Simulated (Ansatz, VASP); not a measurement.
One calculation of Hg, two programs

```
CELL_PARAMETERS angstrom
2.12432 -2.67258 0.00000
2.12432 2.67258 0.00000
-2.11513 0.00000 2.89220
ATOMIC_POSITIONS crystal
Hg 0.00000 0.00000 0.00000
```

Alike in both runs: task single point; functional PBE; k mesh 14 × 14 × 14; occupations gaussian, width 0.05 eV; no spin polarisation.

```csv
,VASP,Ansatz
version,VASP 6.6.1,Ansatz 0.2.0
potentials or method,"VASP PAW PBE potentials, release 64 (Hg), cutoff 520 eV","scalar-relativistic, plane waves, PAW"
valence electrons in the cell,12,20
```

|  | VASP | Ansatz | Ansatz less VASP |
| --- | --- | --- | --- |
| pressure (GPa) | -0.5 | -0.5 | -0.03 |
| traceless stress, the component that is largest in VASP (GPa) | 0.24 | 0.23 | -0.013 |

VASP's potentials hold 12 valence electrons a cell and Ansatz's 20, so a difference there can come from the potentials and not from the codes.

Spin-orbit coupling is off throughout.
